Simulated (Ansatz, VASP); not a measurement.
# Ge in VASP and in Ansatz

```
Ge
1.0
    -0.00102    2.90051    2.94294
     2.90051   -0.00102    2.94294
     2.88139    2.88139    0.01810
Ge
2
Cartesian
  2.9955 2.9955 3.1639
  4.2306 4.2306 4.2161
```

Alike in both runs: task single point; functional PBEsol; k mesh 12 × 12 × 12; occupations gaussian, width 0.1 eV; no spin polarisation.

```csv
,VASP,Ansatz
version,VASP 6.6.1,Ansatz 0.2.0
potentials or method,"VASP PAW PBE potentials, release 64 (Ge_d), cutoff 520 eV","scalar-relativistic, plane waves, PAW"
valence electrons in the cell,28,28
```

VASP gave:

```
gap on the k mesh at the Fermi level (eV)                     : none
pressure (GPa)                                                : 6.5
traceless stress, the component that is largest in VASP (GPa) : 15.46
rms of the force components (eV/Å)                            : 4.539
```

What did Ansatz give for the same quantities?

gap on the k mesh at the Fermi level (eV): none; pressure (GPa): 6.5; traceless stress, the component that is largest in VASP (GPa): 15.38; rms of the force components (eV/Å): 4.515.

VASP's potentials were made for PBE, not for PBEsol. Atom by atom the forces differ by 0.025 eV/Å (rms over components). A gap of «none» marks a metal or a gap that the smearing closes.
